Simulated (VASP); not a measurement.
Wanted: the native input for a VASP 6.6.1 run.

* Task: G0W0 quasiparticle levels
* Functional: PBE
* Potentials or basis: VASP PAW PBE potentials, release 64 (Ca_sv_GW, Se_GW)
* Cutoff: 500 eV
* k mesh: 4 × 4 × 4
* Occupations: gaussian, width 0.01 eV
* Spin: no spin polarisation
* Dipole correction: no
* GW scheme: G0W0
* GW iterations: 1
* Cutoff of the response function: 150
* Frequency points: 48
* Empty bands: 294
* Further INCAR settings: ALGO = EVGW0; EDIFF = 1e-08; NBANDS = 302

The system is CaSe.

```xyz
2
Lattice="0.0000 3.2796 3.2796 3.2796 0.0000 3.2796 3.2796 3.2796 0.0000" Properties=species:S:1:pos:R:3 pbc="T T T"
Ca    0.0000    0.0000    0.0000
Se    1.6398    1.6398    1.6398
```

These files were run (other wordings do the same):

POSCAR

```
CaSe
1.0
    0.0000000000      3.2795613712      3.2795613712
    3.2795613712      0.0000000000      3.2795613712
    3.2795613712      3.2795613712      0.0000000000
Ca Se
1 1
Direct
    0.0000000000      0.0000000000      0.0000000000
    0.2500000000      0.2500000000      0.2500000000
```

INCAR.step1

```
  PREC = Accurate
  ENCUT = 500
  EDIFF = 1E-8
  ISMEAR = 0
  SIGMA = 0.01
  LREAL = False
  LASPH = True
  NELM = 60
  ALGO = Normal
  LWAVE = True
  LCHARG = False
  GGA = PE
```

INCAR.step2

```
  PREC = Accurate
  ENCUT = 500
  EDIFF = 1E-8
  ISMEAR = 0
  SIGMA = 0.01
  LREAL = False
  LASPH = True
  NELM = 1
  ALGO = Exact
  LWAVE = True
  LCHARG = False
  GGA = PE
  NBANDS = 302
  LOPTICS = True
  ISTART = 1
```

INCAR.step3

```
  PREC = Accurate
  ENCUT = 500
  EDIFF = 1E-8
  ISMEAR = 0
  SIGMA = 0.01
  LREAL = False
  LASPH = True
  ALGO = EVGW0
  LWAVE = False
  LCHARG = False
  GGA = PE
  NELMGW = 1
  NBANDS = 302
  ENCUTGW = 150.0
  NOMEGA = 48
  PRECFOCK = Fast
  ISTART = 1
  NBANDSGW = 16
```

KPOINTS

```
Automatic mesh
0
Gamma
  4 4 4
```

Potentials or basis: VASP PAW PBE potentials, release 64 (Ca_sv_GW, Se_GW).

Run with:

```console
$ cat potpaw_PBE.64/Ca_sv_GW/POTCAR potpaw_PBE.64/Se_GW/POTCAR > POTCAR
$ cp INCAR.step1 INCAR
$ mpirun -np 1 vasp_std > vasp.out
$ cp INCAR.step2 INCAR
$ mpirun -np 1 vasp_std > vasp.out
$ cp INCAR.step3 INCAR
$ mpirun -np 1 vasp_std > vasp.out
```

It gave:

```json
{"Band gap on the k mesh, mean-field level": "3.20 eV, indirect (least direct gap 3.30 eV)", "Quasiparticle gap": "4.64 eV", "Least direct quasiparticle gap": "4.68 eV"}
```

Caveat: bands, screening cutoff and mesh are small and nothing is extrapolated, so the quasiparticle values aren't converged.

It took 14 min on 1 thread of Intel Xeon 6975P-C (shared host), peak memory 0.91 GiB.
